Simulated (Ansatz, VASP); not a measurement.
One calculation of W, two programs

INCAR

```
  PREC = Accurate
  ENCUT = 520
  EDIFF = 1E-6
  ISMEAR = 0
  SIGMA = 0.15
  LREAL = F
  LASPH = T
  NELM = 80
  ALGO = Normal
  ISIF = 2
  LWAVE = F
  LCHARG = F
  GGA = PS
  NBANDS = 13
```

File KPOINTS:

```
Automatic mesh
0
Gamma
  20 20 20
```

File POSCAR:

```
W
1.0
   -1.5973000000      1.5973000000      1.5573675000
    1.5973000000     -1.5973000000      1.5573675000
    1.5973000000      1.5973000000     -1.5573675000
W
1
Direct
    0.0000000000      0.0000000000      0.0000000000
```

Input for Ansatz:

```yaml
crystal:
  lattice:
    - [-1.5973, 1.5973, 1.5573675]
    - [1.5973, -1.5973, 1.5573675]
    - [1.5973, 1.5973, -1.5573675]
  atoms:
    - { symbol: W, position: [0.0, 0.0, 0.0] }
basis:
  ecutwfc: 420
kpoints:
  mp_grid: { grid: [20, 20, 20] }
hamiltonian:
  xc: pbesol
scf:
  occupations: { method: gaussian, width: 0.15 }
output:
  forces: true
  stress: true
  eigenvalues: true
```

Change from the starting cell: strain +0.000 along x and y, -0.025 along z, atoms carried along.

Alike in both runs: task single point; functional PBEsol; k mesh 20 × 20 × 20; occupations gaussian, width 0.15 eV; no spin polarisation.

|  | VASP | Ansatz |
| --- | --- | --- |
| version | VASP 6.6.1 | Ansatz 0.2.0 |
| potentials or method | VASP PAW PBE potentials, release 64 (W_sv), cutoff 520 eV | scalar-relativistic, plane waves, PAW |
| valence electrons in the cell | 14 | 14 |

Ansatz gave:

* gap on the k mesh at the Fermi level (eV): none
* pressure (GPa): -4.0
* traceless stress, the component that is largest in VASP (GPa): 6.01

Question: What did VASP give for the same quantities?

Answer: gap on the k mesh at the Fermi level (eV): none; pressure (GPa): -3.4; traceless stress, the component that is largest in VASP (GPa): 6.01.

VASP's potentials were made for PBE, not for PBEsol. A gap of «none» marks a metal or a gap that the smearing closes. The functional is the same, so the differences come from potentials, cutoffs and numerics.

Spin-orbit coupling is off throughout.
